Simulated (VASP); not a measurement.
Here is a VASP 6.6.1 calculation.

File INCAR:

```
SYSTEM = Ru
PREC = Accurate
ENCUT = 520
EDIFF = 1E-7
ISMEAR = -1
SIGMA = 0.1
LREAL = .FALSE.
LASPH = .TRUE.
NELM = 80
ALGO = Normal
ISIF = 2
LWAVE = .FALSE.
LCHARG = .FALSE.
GGA = CA
NBANDS = 36
```

Contents of KPOINTS:

```
Automatic mesh
0
G
  15 15 4
  0 0 0
```

Contents of POSCAR:

```
Ru
1.0
    2.7332592450      0.0000000000      0.0000000000
   -1.3666296225      2.3670719413      0.0000000000
    0.0000000000      0.0000000000      8.7767008785
Ru
4
Direct
    0.0000000000      0.0000000000      1.0000000000
    0.0000000000      0.0000000000      0.5000000000
    0.3333333333      0.6666666667      0.2500000000
    0.6666666667      0.3333333333      0.7500000000
```

Potentials or basis: VASP PAW LDA potentials, release 64 (Ru_pv).

The run is started by

```console
$ cat potpaw_LDA.64/Ru_pv/POTCAR > POTCAR
$ mpirun -np 1 vasp_std > vasp.out
```

**Question.** Estimate the pressure.

**Answer.** -22.5 GPa.

**Question.** Estimate the band gap on the k mesh.

**Answer.** Zero (bands 28 and 29 overlap by 2.63 eV).

Stress tensor (GPa, compression positive):
```
-22.65   0.00   0.00
  0.00 -22.65   0.00
  0.00   0.00 -22.27
```

Caveat: the cell stands under tension.
